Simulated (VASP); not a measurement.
**P: single point with PBE+D3(BJ)**

The system is P, a slab with vacuum.

```
P
1.0
     3.38700    0.00000    0.00000
    -1.69350    2.93323    0.00000
     0.00000    0.00000   28.00000
P
2
Direct
  0.33333 0.66667 0.51430
  0.66667 0.33333 0.48570
```

| Property | Result |
| --- | --- |
| Program | VASP 6.6.1 |
| Task | single point |
| Functional | PBE |
| Dispersion | D3(BJ) |
| Potentials or basis | VASP PAW PBE potentials, release 64 (P) |
| Cutoff | 520 eV |
| k mesh | 9 × 9 × 1 |
| Occupations | gaussian, width 0.02 eV |
| Spin | no spin polarisation |
| Dipole correction | yes |
| Further INCAR settings | ALGO = Normal; EDIFF = 1e-06; NBANDS = 12 |

```
Largest force              : 3.257 eV/Å
Band gap on the k mesh     : zero (band 5 reaches -3.14 eV, above the bottom of band 6 at -3.71 eV)
Dispersion energy per atom : -0.202 eV
```

Forces in eV/Å, atoms in the order of the input:
```
P    0.000  0.000  3.257
P    0.000  0.000 -3.257
```

Levels at points of the mesh, in eV from the Fermi level:
| k point | band 3 | band 4 | band 5 | band 6 | band 7 | band 8 |
| --- | --- | --- | --- | --- | --- | --- |
| (0.00, 0.00, 0.00) | -3.67 | -3.67 | -0.02 | 0.46 | 1.49 | 1.49 |

Run time: 70 s on 1 thread of Intel(R) Xeon(R) Platinum 8259CL CPU @ 2.50GHz (Skylake/Cascade Lake), on a shared host, peak memory 0.39 GiB.
